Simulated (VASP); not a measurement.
# Cu2BrCl (R-3m) in VASP: single point with PBE

Aim: the single point of Cu2BrCl with PBE.

Program: VASP 6.6.1. These are calculated values, not measurements. Logs are shortened: lines on timing, memory, paths and dates and some standing lists are left out, and cuts for length are marked.

### Step 1. The cell of the first run

It takes space group R-3m (No. 166, trigonal). Conventional cell: a = 3.711 Å, b = 3.711 Å, c = 18.143 Å, α = 90.00°, β = 90.00°, γ = 120.00°. Br (site symmetry -3m) has 6 Cu at 2.64 Å within 3.5 Å. Within 3.4 Å of Cu (site symmetry 3m) lie 3 Cl at 2.61 Å and 3 Br at 2.64 Å. Within 3.4 Å of Cl (site symmetry -3m) lie 6 Cu at 2.61 Å.

### Step 2. Single point, PBE

Input file INCAR:

```
SYSTEM = Cu2BrCl
ALGO     = Normal         ! electronic algorithm
EDIFF    = 1E-6           ! SCF threshold, eV
ENCUT    = 520            ! plane-wave cutoff, eV
GGA      = PE             ! functional
ISIF     = 2              ! what is computed and relaxed
ISMEAR   = -1             ! smearing method
LASPH    = .True.         ! aspherical terms in the spheres
LCHARG   = .False.        ! write CHGCAR
LREAL    = .False.        ! projectors in reciprocal space
LWAVE    = .False.        ! write WAVECAR
NBANDS   = 26             ! bands
NELM     = 60             ! most SCF steps
PREC     = Accurate       ! precision mode
SIGMA    = 0.05           ! smearing width, eV
```

Input file KPOINTS:

```
k-points
0
Gamma
  8 8 8
  0 0 0
```

Input file POSCAR:

```
Cu2BrCl
1.0
    1.8555099526      1.0712791706      6.0475086568
   -1.8555099526      1.0712791706      6.0475086568
    0.0000000000     -2.1425583412      6.0475086568
Br Cu Cl
1 2 1
Direct
    0.0000000000      0.0000000000      0.0000000000
    0.7516030000      0.7516030000      0.7516030000
    0.2483970000      0.2483970000      0.2483970000
    0.5000000000      0.5000000000      0.5000000000
```

Potentials or basis: VASP PAW PBE potentials, release 64 (Br, Cu, Cl).

Run with:

```
$ cat potpaw_PBE.64/Br/POTCAR potpaw_PBE.64/Cu/POTCAR potpaw_PBE.64/Cl/POTCAR > POTCAR
$ mpirun -np 1 vasp_std > vasp.out
```

OUTCAR:

```text
SYSTEM = Cu2BrCl
   EDIFF = 1E-6
   ENCUT = 520
   GGA = PE
   ISIF = 2
   ISMEAR = -1
   LASPH = .True.
   LREAL = .False.
   NELM = 60
   PREC = Accurate

 ion  position               nearest neighbor table
   1  0.000  0.000  0.000-   2 2.64   3 2.64   2 2.64   2 2.64   3 2.64   3 2.64
   2  0.752  0.752  0.752-   4 2.61   4 2.61   4 2.61   1 2.64   1 2.64   1 2.64
   3  0.248  0.248  0.248-   4 2.61   4 2.61   4 2.61   1 2.64   1 2.64   1 2.64
   4  0.500  0.500  0.500-   3 2.61   2 2.61   3 2.61   3 2.61   2 2.61   2 2.61

  LATTYP: Found a trigonal (rhomboedric) cell.
 ALAT       =     6.4158333207
 COS(alpha) =     0.8327175323

  Lattice vectors:

 A1 = (   1.8555099526,   1.0712791706,   6.0475086568)
 A2 = (  -1.8555099526,   1.0712791706,   6.0475086568)
 A3 = (   0.0000000000,  -2.1425583412,   6.0475086568)

Analysis of symmetry for initial positions (statically):
=====================================================================
 Subroutine PRICEL returns:
 Original cell was already a primitive cell.

 Routine SETGRP: Setting up the symmetry group for a
 trigonal (rhombohedral) supercell.

 Subroutine GETGRP returns: Found 12 space group operations
 (whereof 12 operations were pure point group operations)
 out of a pool of 12 trial point group operations.

The static configuration has the point symmetry D_3d.

Analysis of symmetry for dynamics (positions and initial velocities):
=====================================================================
 Subroutine PRICEL returns:
 Original cell was already a primitive cell.

 Routine SETGRP: Setting up the symmetry group for a
 trigonal (rhombohedral) supercell.

 Subroutine GETGRP returns: Found 12 space group operations
 (whereof 12 operations were pure point group operations)
 out of a pool of 12 trial point group operations.

The dynamic configuration has the point symmetry D_3d.

 Subroutine INISYM returns: Found 12 space group operations
 (whereof 12 operations are pure point group operations),
 and found     1 'primitive' translations

----------------------------------------------------------------------------------------

                                     Primitive cell

  volume of cell :      72.1263

  direct lattice vectors                    reciprocal lattice vectors
     1.855509953  1.071279171  6.047508657     0.269467700  0.155577249  0.055119116
    -1.855509953  1.071279171  6.047508657    -0.269467700  0.155577249  0.055119116
     0.000000000 -2.142558341  6.047508657     0.000000000 -0.311154499  0.055119116

  length of vectors
     6.415833321  6.415833321  6.415833321     0.315998796  0.315998796  0.315998796

  position of ions in fractional coordinates (direct lattice)
     0.000000000  0.000000000  0.000000000
     0.751603000  0.751603000  0.751603000
     0.248397000  0.248397000  0.248397000
     0.500000000  0.500000000  0.500000000

  ion indices of the primitive-cell ions
   primitive index   ion index
                 1           1
                 2           2
                 3           3
                 4           4

----------------------------------------------------------------------------------------

 KPOINTS: k-points

Automatic generation of k-mesh.
 Grid dimensions read from file:
 generate k-points for:    8    8    8

 Generating k-lattice:

  Cartesian coordinates                     Fractional coordinates (reciprocal lattice)
     0.033683463  0.019447156  0.006889890     0.125000000 -0.000000000  0.000000000
    -0.033683463  0.019447156  0.006889890    -0.000000000  0.125000000  0.000000000
     0.000000000 -0.038894312  0.006889890     0.000000000  0.000000000  0.125000000

  Length of vectors
     0.039499849  0.039499849  0.039499849

  Shift w.r.t. Gamma in fractional coordinates (k-lattice)
     0.000000000  0.000000000  0.000000000

 Subroutine IBZKPT returns following result:
 ===========================================

 Found     65 irreducible k-points:

 Following reciprocal coordinates:
            Coordinates               Weight
  0.000000  0.000000  0.000000      1.000000
  0.125000  0.000000  0.000000      6.000000
  0.250000  0.000000  0.000000      6.000000
  0.375000  0.000000  0.000000      6.000000
  0.500000  0.000000  0.000000      3.000000
  0.125000  0.125000  0.000000      6.000000
[... 16 lines left out ...]
  0.250000  0.125000  0.125000      6.000000
  0.375000  0.125000  0.125000      6.000000
 [... further k-points ...]
   k-points           NKPTS =     65   k-points in BZ     NKDIM =     65   number of bands    NBANDS=     26
   number of dos      NEDOS =    301   number of ions     NIONS =      4
   total plane-waves  NPLWV = 110592
   dimension x,y,z NGX =    48 NGY =   48 NGZ =   48
   dimension x,y,z NGXF=    96 NGYF=   96 NGZF=   96
   ions per type =               1   2   1
   NGX,Y,Z   is equivalent  to a cutoff of  12.44, 12.44, 12.44 a.u.
   NGXF,Y,Z  is equivalent  to a cutoff of  24.88, 24.88, 24.88 a.u.
 SYSTEM =  Cu2BrCl
   PREC   = accura    normal or accurate (medium, high low for compatibility)
   ISTART =      0    job   : 0-new  1-cont  2-samecut
   ICHARG =      2    charge: 1-file 2-atom 10-const
   ISPIN  =      1    spin polarized calculation?
   LNONCOLLINEAR =      F non collinear calculations
   LSORBIT =      F    spin-orbit coupling
   LASPH  =      T    aspherical Exc in radial PAW
   ENCUT  =  520.0 eV  38.22 Ry    6.18 a.u.  11.93 11.93 11.93*2*pi/ulx,y,z
   NELM   =     60;   NELMIN=  2; NELMDL= -5     # of ELM steps
   EDIFF  = 0.1E-05   stopping-criterion for ELM
   LREAL  =      F    real-space projection
   EDIFFG = 0.1E-04   stopping-criterion for IOM
   NSW    =      0    number of steps for IOM
   IBRION =     -1    ionic relax: 0-MD 1-quasi-New 2-CG
   NFREE  =      0    steps in history (QN), initial steepest desc. (CG)
   ISIF   =      2    stress and relaxation
   ISYM   =      2    0-nonsym 1-usesym 2-fastsym
   POTIM  = 0.5000    time-step for ionic-motion
   TEBEG  =    0.0;   TEEND  =   0.0 temperature during run
   PSTRESS=    0.0 pullay stress
   NELECT =      36.0000    total number of electrons
   NUPDOWN=      -1.0000    fix difference up-down
   EMIN   =  10.00;   EMAX   =-10.00  energy-range for DOS
   EFERMI =   0.00;   METHOD = LEGACY
   ISMEAR =    -1;   SIGMA  =   0.05  broadening in eV -4-tet -1-fermi 0-gaus
   EFERMI_NEDOS =   21; number of points for ismear=-14 and -15
   IALGO  =     38    algorithm
   IMIX   =      4    mixing-type and parameters
     AMIX     =   0.40;   BMIX     =  1.00
     AMIX_MAG =   1.60;   BMIX_MAG =  1.00
  volume/ion in A,a.u.               =      18.03       121.68
  Fermi-wavevector in a.u.,A,eV,Ry     =   1.298607  2.454012 22.944597  1.686380
  Thomas-Fermi vector in A             =   2.429924
   LORBIT       =      0    0 simple, 1 ext, 2 COOP (PROOUT), +10 PAW based schemes
   GGA     = PE    functional components
   LHFCALC =     F    Hartree Fock is set to
   AEXX    =    0.0000 exact exchange contribution
   IVDW    =     0    specifies the selected vdW correction
   LEPSILON=     F    determine dielectric tensor
   LRPA    =     F    only Hartree local field effects (RPA)
 non-spin polarized calculation
  energy-cutoff  :      520.00
  volume of cell :       72.13
 maximum number of plane-waves:      1960
   NGX = 23   NGY = 23   NGZ = 23

 number of electron      36.0000002 magnetization

 Free energy of the ion-electron system (eV)
  ---------------------------------------------------
  ext. energy  EPLUGINS =         0.00000000
  ---------------------------------------------------
  free energy    TOTEN  =       -11.48014145 eV

  energy without entropy =      -11.47933780  energy(sigma->0) =      -11.47973963

 E-fermi :   5.3349     XC(G=0): -10.3828

 val. band max:        5.1410311002   @ k =   0.0000   0.0000   0.0000
 cond. band min:       5.3374128591   @ k =   0.0000   0.0000   0.0000
 fundamental gap:      0.1963817589
 Fermi energy:         5.3349357785

 k-point     1 :       0.0000    0.0000    0.0000
  band No.  band energies     occupation
      1     -11.8115      2.00000
      2     -11.0396      2.00000
      3      -1.9850      2.00000
      4       0.6549      2.00000
      5       0.6549      2.00000
      6       1.9406      2.00000
[... 18 lines left out ...]
     25      14.2612      0.00000
     26      14.2898      0.00000

 k-point     2 :       0.1250    0.0000    0.0000
  band No.  band energies     occupation
      1     -11.7220      2.00000
      2     -11.0068      2.00000
      3      -1.8032      2.00000
      4       0.4066      2.00000
      5       0.6329      2.00000
      6       1.1501      2.00000
[... 18 lines left out ...]
     25      13.8951      0.00000
     26      14.0456      0.00000

 k-point     3 :       0.2500    0.0000    0.0000
  band No.  band energies     occupation
      1     -11.4892      2.00000
      2     -10.9288      2.00000
      3      -1.3168      2.00000
      4      -0.2608      2.00000
      5      -0.0425      2.00000
      6       0.5790      2.00000
[... 18 lines left out ...]
     25      12.8105      0.00000
     26      13.5992      0.00000

 k-point     4 :       0.3750    0.0000    0.0000
  band No.  band energies     occupation
      1     -11.2187      2.00000
      2     -10.8631      2.00000
      3      -1.0242      2.00000
      4      -0.9900      2.00000
      5      -0.4818      2.00000
      6       0.5270      2.00000
[... 18 lines left out ...]
     25      13.1128      0.00000
     26      13.4115      0.00000
[... 496 lines left out ...]
      1     -11.7864      2.00000
      2     -11.0734      2.00000
      3      -1.8783      2.00000
      4       0.6806      2.00000
      5       0.6806      2.00000
      6       1.6509      2.00000
[... 18 lines left out ...]
     25      14.2472      0.00000
     26      14.2472      0.00000

 k-point    23 :       0.2500    0.1250    0.1250
  band No.  band energies     occupation
      1     -11.6831      2.00000
      2     -11.0574      2.00000
      3      -1.6526      2.00000
      4       0.4280      2.00000
      5       0.6644      2.00000
      6       0.9045      2.00000
[... 18 lines left out ...]
     25      13.2145      0.00000
     26      14.0833      0.00000

 k-point    24 :       0.3750    0.1250    0.1250
  band No.  band energies     occupation
      1     -11.4463      2.00000
      2     -10.9804      2.00000
      3      -1.2677      2.00000
      4      -0.2801      2.00000
      5      -0.0031      2.00000
      6       0.6031      2.00000
[... 18 lines left out ...]
     25      12.4382      0.00000
     26      14.0636      0.00000

 [... further k-points ...]
[... 5 lines left out ...]
  --------------------------------------------------------------------------------------
  -------------------------------------------------------------------------------------
  Total        0.4755997      0.4755997      0.4276111      0.0000000      0.0000000     -0.0000000
  in kB       10.5647306     10.5647306      9.4987363      0.0000000      0.0000000     -0.0000000
  external PRESSURE =      10.2093992 kB  Pullay stress =       0.0000000 kB

 VOLUME and BASIS-vectors are now :
 -----------------------------------------------------------------------------
  energy-cutoff  :      520.00
  volume of cell :       72.13
      direct lattice vectors                 reciprocal lattice vectors
     1.855509953  1.071279171  6.047508657     0.269467700  0.155577249  0.055119116
    -1.855509953  1.071279171  6.047508657    -0.269467700  0.155577249  0.055119116
     0.000000000 -2.142558341  6.047508657     0.000000000 -0.311154499  0.055119116

 POSITION                                       TOTAL-FORCE (eV/Angst)
 -----------------------------------------------------------------------------------
      0.00000      0.00000      0.00000        -0.000000      0.000000     -0.000000
      0.00000      0.00000     13.63598        -0.000000      0.000000      0.110494
      0.00000      0.00000      4.50655        -0.000000     -0.000000     -0.110494
      0.00000      0.00000      9.07126         0.000000      0.000000      0.000000
 -----------------------------------------------------------------------------------
    total drift:                                0.000000     -0.000000      0.000000

  FREE ENERGIE OF THE ION-ELECTRON SYSTEM (eV)
  ---------------------------------------------------
  free  energy   TOTEN  =       -11.4801414528 eV

  energy  without entropy=      -11.4793378003  energy(sigma->0) =      -11.47973963
```

It took 3.3 min on 1 thread of Intel Xeon Platinum 8259CL at 2.50GHz (Skylake/Cascade Lake), shared host; peak memory 0.39 GiB.

What came out:

* Free energy: -11.4801 eV
* Pressure: 1.0 GPa
* Largest force: 0.110 eV/Å
* Band gap on the k mesh: 0.20 eV

Forces in eV/Å, atoms in the order of the input:
```
Br   0.000  0.000  0.000
Cu   0.000  0.000  0.110
Cu   0.000  0.000 -0.110
Cl   0.000  0.000  0.000
```
